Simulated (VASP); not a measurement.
## C3N: single point with PBE

The system is C3N.

```
CELL_PARAMETERS angstrom
3.71024 0.00000 0.00000
-1.85512 3.21316 0.00000
0.00000 0.00000 6.39101
ATOMIC_POSITIONS crystal
C 0.76038 0.00000 0.75000
C 0.76038 0.76038 0.25000
C 0.23962 0.00000 0.25000
C 0.23962 0.23962 0.75000
C 0.00000 0.76038 0.75000
C 0.00000 0.23962 0.25000
N 0.00000 0.00000 0.50000
N 0.00000 0.00000 0.00000
```

| Quantity | Value |
| --- | --- |
| Program | VASP 6.6.1 |
| Task | single point |
| Functional | PBE |
| Potentials or basis | VASP PAW PBE potentials, release 64 (C, N) |
| Cutoff | 520 eV |
| k mesh | 12 × 12 × 6 |
| Occupations | gaussian, width 0.1 eV |
| Spin | no spin polarisation |

The pressure is 0.3 GPa and the largest force is 0.105 eV/Å. The band gap on the k mesh is zero (band 17 reaches 4.02 eV, above the bottom of band 18 at 1.76 eV).

Forces on the atoms (eV/Å):
```
C   -0.105  0.000  0.000
C   -0.053 -0.091  0.000
C    0.105  0.000  0.000
C    0.053  0.091  0.000
C    0.053 -0.091  0.000
C   -0.053  0.091  0.000
N    0.000  0.000  0.000
N    0.000  0.000  0.000
```

Stress tensor (GPa, compression positive):
```
0.41 0.00 0.00
0.00 0.41 0.00
0.00 0.00 0.20
```

Levels at points of the mesh, in eV from the Fermi level:
```csv
k point,band 15,band 16,band 17,band 18,band 19,band 20
"(0.00, 0.00, 0.00)",-1.62,-1.38,-1.38,1.62,1.62,1.72
"(0.50, 0.00, 0.00)",0.49,0.53,0.83,0.88,1.10,1.69
"(0.00, 0.00, 0.50)",-1.89,-1.89,-1.15,-1.15,-1.15,-1.15
"(0.50, 0.00, 0.50)",-1.95,-1.95,0.58,0.58,0.83,0.83
```

Wall time 3.6 min on 1 thread of AMD EPYC 7R43 64-Core Processor (Zen 3), on a shared host, peak memory 0.22 GiB.
